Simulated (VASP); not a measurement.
# TiO2 (P4_2/mnm) in VASP: notebook, part 2 of 2

VASP 6.6.1.

## Step 3: Single point, r2SCAN

The input, POSCAR:

```
TiO2
1.0
    4.5968452312      0.0000000000      0.0000000000
    0.0000000000      4.5968452312      0.0000000000
    0.0000000000      0.0000000000      2.9535027930
Ti O
2 4
Direct
    0.5000000000      0.5000000000      0.0000000000
    0.0000000000      0.0000000000      0.5000000000
    0.6953570144      0.6953570144      0.5000000000
    0.8046429856      0.1953570144      0.0000000000
    0.1953570144      0.8046429856      0.0000000000
    0.3046429856      0.3046429856      0.5000000000
```

The input, INCAR.step1:

```
SYSTEM = TiO2
PREC = Accurate ; ENCUT = 520
ISMEAR = 0 ; SIGMA = 0.01
LREAL = .False. ; LASPH = .True.
NELM = 100 ; NBANDS = 33
GGA = PE ; ALGO = Normal
EDIFF = 1E-4 ; LWAVE = .True.
LCHARG = .False.
```

The input, INCAR.step2:

```
SYSTEM = TiO2
PREC = Accurate ; ENCUT = 520
EDIFF = 1E-6 ; ISMEAR = 0
SIGMA = 0.01 ; LREAL = .False.
LASPH = .True. ; NELM = 100
ALGO = Normal ; ISIF = 2
LWAVE = .False. ; LCHARG = .True.
METAGGA = R2SCAN ; LMIXTAU = .True.
LELF = .True. ; LVHAR = .True.
NBANDS = 33 ; ISTART = 1
```

The input, KPOINTS:

```
Automatic mesh
0
Gamma
  6 6 8
  0 0 0
```

Potentials or basis: VASP PAW PBE potentials, release 64 (Ti_sv, O).

On the command line:

```sh
$ cat potpaw_PBE.64/Ti_sv/POTCAR potpaw_PBE.64/O/POTCAR > POTCAR
$ cp INCAR.step1 INCAR
$ mpirun -np 1 vasp_std > vasp.out
$ cp INCAR.step2 INCAR
$ mpirun -np 1 vasp_std > vasp.out
```

OUTCAR:

```text
SYSTEM = TiO2
   PREC = Accurate
   ENCUT = 520
   EDIFF = 1E-6
   ISMEAR = 0
   LREAL = .False.
   LASPH = .True.
   NELM = 100
   ISIF = 2
   METAGGA = R2SCAN
   ISTART = 1

 ion  position               nearest neighbor table
   1  0.500  0.500  0.000-   3 1.95   6 1.95   3 1.95   6 1.95   5 1.98   4 1.98
   2  0.000  0.000  0.500-   4 1.95   5 1.95   4 1.95   5 1.95   3 1.98   6 1.98
   3  0.695  0.695  0.500-   1 1.95   1 1.95   2 1.98
   4  0.805  0.195  0.000-   2 1.95   2 1.95   1 1.98
   5  0.195  0.805  0.000-   2 1.95   2 1.95   1 1.98
   6  0.305  0.305  0.500-   1 1.95   1 1.95   2 1.98

  LATTYP: Found a simple tetragonal cell.
 ALAT       =     4.5968452312
 C/A-ratio  =     0.6425064679

  Lattice vectors:

 A1 = (   4.5968452312,   0.0000000000,   0.0000000000)
 A2 = (   0.0000000000,   4.5968452312,   0.0000000000)
 A3 = (   0.0000000000,   0.0000000000,   2.9535027930)

Analysis of symmetry for initial positions (statically):
=====================================================================
 Subroutine PRICEL returns:
 Original cell was already a primitive cell.

 Routine SETGRP: Setting up the symmetry group for a
 simple tetragonal supercell.

 Subroutine GETGRP returns: Found 16 space group operations
 (whereof  8 operations were pure point group operations)
 out of a pool of 16 trial point group operations.

The static configuration has the point symmetry D_2h.
 The point group associated with its full space group is D_4h.

Analysis of symmetry for dynamics (positions and initial velocities):
=====================================================================
 Subroutine PRICEL returns:
 Original cell was already a primitive cell.

 Routine SETGRP: Setting up the symmetry group for a
 simple tetragonal supercell.

 Subroutine GETGRP returns: Found 16 space group operations
 (whereof  8 operations were pure point group operations)
 out of a pool of 16 trial point group operations.

The dynamic configuration has the point symmetry D_2h.
 The point group associated with its full space group is D_4h.

 Subroutine INISYM returns: Found 16 space group operations
 (whereof  8 operations are pure point group operations),
 and found     1 'primitive' translations

----------------------------------------------------------------------------------------

                                     Primitive cell

  volume of cell :      62.4104

  direct lattice vectors                    reciprocal lattice vectors
     4.596845231  0.000000000  0.000000000     0.217540498  0.000000000  0.000000000
     0.000000000  4.596845231  0.000000000     0.000000000  0.217540498  0.000000000
     0.000000000  0.000000000  2.953502793     0.000000000  0.000000000  0.338581024

  length of vectors
     4.596845231  4.596845231  2.953502793     0.217540498  0.217540498  0.338581024

  position of ions in fractional coordinates (direct lattice)
     0.500000000  0.500000000  0.000000000
     0.000000000  0.000000000  0.500000000
     0.695357014  0.695357014  0.500000000
     0.804642986  0.195357014  0.000000000
     0.195357014  0.804642986  0.000000000
     0.304642986  0.304642986  0.500000000

  ion indices of the primitive-cell ions
   primitive index   ion index
[... 36 lines left out ...]
  0.166667  0.000000  0.000000      4.000000
  0.333333  0.000000  0.000000      4.000000
  0.500000  0.000000  0.000000      2.000000
  0.166667  0.166667  0.000000      4.000000
  0.333333  0.166667  0.000000      8.000000
[... 16 lines left out ...]
  0.333333  0.000000  0.250000      8.000000
  0.500000  0.000000  0.250000      4.000000
 [... further k-points ...]
   k-points           NKPTS =     50   k-points in BZ     NKDIM =     50   number of bands    NBANDS=     33
   number of dos      NEDOS =    301   number of ions     NIONS =      6
   total plane-waves  NPLWV =  31104
   dimension x,y,z NGX =    36 NGY =   36 NGZ =   24
   dimension x,y,z NGXF=    72 NGYF=   72 NGZF=   48
   ions per type =               2   4
   NGX,Y,Z   is equivalent  to a cutoff of  13.02, 13.02, 13.51 a.u.
   NGXF,Y,Z  is equivalent  to a cutoff of  26.04, 26.04, 27.02 a.u.
 SYSTEM =  TiO2
   PREC   = accura    normal or accurate (medium, high low for compatibility)
   ISTART =      1    job   : 0-new  1-cont  2-samecut
   ICHARG =      0    charge: 1-file 2-atom 10-const
   ISPIN  =      1    spin polarized calculation?
   LNONCOLLINEAR =      F non collinear calculations
   LSORBIT =      F    spin-orbit coupling
   LASPH  =      T    aspherical Exc in radial PAW
   ENCUT  =  520.0 eV  38.22 Ry    6.18 a.u.   8.55  8.55  5.49*2*pi/ulx,y,z
   NELM   =    100;   NELMIN=  2; NELMDL=  0     # of ELM steps
   EDIFF  = 0.1E-05   stopping-criterion for ELM
   LREAL  =      F    real-space projection
   EDIFFG = 0.1E-04   stopping-criterion for IOM
   NSW    =      0    number of steps for IOM
   IBRION =     -1    ionic relax: 0-MD 1-quasi-New 2-CG
   NFREE  =      0    steps in history (QN), initial steepest desc. (CG)
   ISIF   =      2    stress and relaxation
   ISYM   =      2    0-nonsym 1-usesym 2-fastsym
   POTIM  = 0.5000    time-step for ionic-motion
   TEBEG  =    0.0;   TEEND  =   0.0 temperature during run
   PSTRESS=    0.0 pullay stress
   NELECT =      48.0000    total number of electrons
   NUPDOWN=      -1.0000    fix difference up-down
   EMIN   =  10.00;   EMAX   =-10.00  energy-range for DOS
   EFERMI =   0.00;   METHOD = LEGACY
   ISMEAR =     0;   SIGMA  =   0.01  broadening in eV -4-tet -1-fermi 0-gaus
   EFERMI_NEDOS =   21; number of points for ismear=-14 and -15
   IALGO  =     38    algorithm
   IMIX   =      4    mixing-type and parameters
     AMIX     =   0.40;   BMIX     =  1.00
     AMIX_MAG =   1.60;   BMIX_MAG =  1.00
  volume/ion in A,a.u.               =      10.40        70.19
  Fermi-wavevector in a.u.,A,eV,Ry     =   1.499925  2.834447 30.610045  2.249775
  Thomas-Fermi vector in A             =   2.611492
   LORBIT       =      0    0 simple, 1 ext, 2 COOP (PROOUT), +10 PAW based schemes
   METAGGA = R2SCAN    functional components
   LHFCALC =     F    Hartree Fock is set to
   AEXX    =    0.0000 exact exchange contribution
   IVDW    =     0    specifies the selected vdW correction
   LEPSILON=     F    determine dielectric tensor
   LRPA    =     F    only Hartree local field effects (RPA)
 non-spin polarized calculation
 Gauss-broadening in eV      SIGMA  =   0.01
  energy-cutoff  :      520.00
  volume of cell :       62.41
 maximum number of plane-waves:      1698
 NGX is ok and might be reduce to    36
   NGX = 17   NGY = 17   NGZ = 11

 number of electron      48.0000021 magnetization

 Free energy of the ion-electron system (eV)
  ---------------------------------------------------
  ext. energy  EPLUGINS =         0.00000000
  ---------------------------------------------------
  free energy    TOTEN  =       -69.79416526 eV

  energy without entropy =      -69.79416526  energy(sigma->0) =      -69.79416526

 E-fermi :   4.7030     XC(G=0): -12.1569

 val. band max:        4.5433382979   @ k =   0.0000   0.0000   0.0000
 cond. band min:       6.7731357172   @ k =   0.0000   0.0000   0.0000
 fundamental gap:      2.2297974193
 Fermi energy:         4.7029914768

 k-point     1 :       0.0000    0.0000    0.0000
  band No.  band energies     occupation
      1     -54.5982      2.00000
      2     -54.5804      2.00000
      3     -29.8651      2.00000
      4     -29.8651      2.00000
      5     -29.6866      2.00000
      6     -29.6866      2.00000
[... 853 lines left out ...]
     32      10.0046      0.00000
     33      11.5567      0.00000

 [... further k-points ...]

------------------------ aborting loop because EDIFF is reached ----------------------------------------

  FORCE on cell =-STRESS in cart. coord.  units (eV):
  Direction    XX          YY          ZZ          XY          YZ          ZX
  --------------------------------------------------------------------------------------
  -------------------------------------------------------------------------------------
  Total        0.4096054      0.4096054      0.6929679     -0.0000000      0.0000000      0.0000000
  in kB       10.5152389     10.5152389     17.7896142     -0.0000000      0.0000000      0.0000000
  external PRESSURE =      12.9400307 kB  Pullay stress =       0.0000000 kB

 VOLUME and BASIS-vectors are now :
 -----------------------------------------------------------------------------
  energy-cutoff  :      520.00
  volume of cell :       62.41
      direct lattice vectors                 reciprocal lattice vectors
     4.596845231  0.000000000  0.000000000     0.217540498  0.000000000  0.000000000
     0.000000000  4.596845231  0.000000000     0.000000000  0.217540498  0.000000000
     0.000000000  0.000000000  2.953502793     0.000000000  0.000000000  0.338581024

 POSITION                                       TOTAL-FORCE (eV/Angst)
 -----------------------------------------------------------------------------------
      2.29842      2.29842      0.00000        -0.000000     -0.000000     -0.000000
      0.00000      0.00000      1.47675        -0.000000     -0.000000     -0.000000
      3.19645      3.19645      1.47675         0.026935      0.026935     -0.000000
      3.69882      0.89803      0.00000        -0.026935      0.026935     -0.000000
      0.89803      3.69882      0.00000         0.026935     -0.026935     -0.000000
      1.40040      1.40040      1.47675        -0.026935     -0.026935      0.000000
 -----------------------------------------------------------------------------------
    total drift:                                0.000000      0.000000      0.000000

  FREE ENERGIE OF THE ION-ELECTRON SYSTEM (eV)
  ---------------------------------------------------
  free  energy   TOTEN  =       -69.7941652635 eV

  energy  without entropy=      -69.7941652635  energy(sigma->0) =      -69.79416526
```

Run time: 4.2 min. Hardware: 1 thread of Intel Xeon Platinum 8375C at 2.90GHz (Ice Lake), shared host; peak memory 0.23 GiB.

Results:

```
Free energy            : -69.7942 eV
Pressure               : 1.3 GPa
Largest force          : 0.038 eV/Å
Band gap on the k mesh : 2.23 eV
```

Forces in eV/Å, atoms in the order of the input:
```
Ti   0.000  0.000  0.000
Ti   0.000  0.000  0.000
O    0.027  0.027  0.000
O   -0.027  0.027  0.000
O    0.027 -0.027  0.000
O   -0.027 -0.027  0.000
```

Caveat: the PAW data sets were made with another functional, which shifts forces and pressure a little. A k mesh can miss the band edges.
